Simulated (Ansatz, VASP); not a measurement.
SnO2 in VASP and in Ansatz

```
CELL_PARAMETERS angstrom
5.10941 0.00000 0.00000
0.00000 5.73324 0.00000
0.00000 0.00000 5.65887
ATOMIC_POSITIONS crystal
Sn 0.50000 0.66517 0.75000
Sn 0.00000 0.83483 0.25000
Sn 0.50000 0.33483 0.25000
Sn 0.00000 0.16517 0.75000
O 0.73012 0.60706 0.07817
O 0.23012 0.89294 0.92183
O 0.76988 0.89294 0.57817
O 0.26988 0.60706 0.42183
O 0.73012 0.39294 0.57817
O 0.23012 0.10706 0.42183
O 0.76988 0.10706 0.07817
O 0.26988 0.39294 0.92183
```

Change from the starting cell: volume 13.814 Å^3 an atom, stretch along b over the lengths across it, relative to the relaxed cell 0.9230.

Alike in both runs: task single point; functional PBE; k mesh 6 × 6 × 6; occupations gaussian, width 0.05 eV; no spin polarisation.

```csv
,VASP,Ansatz
version,VASP 6.6.1,Ansatz 0.2.0
potentials or method,"VASP PAW PBE potentials, release 64 (Sn_d, O), cutoff 520 eV","scalar-relativistic, plane waves, PAW"
valence electrons in the cell,104,104
```

```csv
,VASP,Ansatz,Ansatz less VASP
gap on the k mesh at the Fermi level (eV),none,none,-
pressure (GPa),-15.2,-15.5,-0.38
"traceless stress, the component that is largest in VASP (GPa)",7.43,7.41,-0.013
rms of the force components (eV/Å),0.184,0.190,+0.0057
```

Atom by atom the forces differ by 0.008 eV/Å (rms over components). A gap of «none» marks a metal or a gap that the smearing closes. With one functional, cell and mesh, what is left measures potentials, basis and numerics.
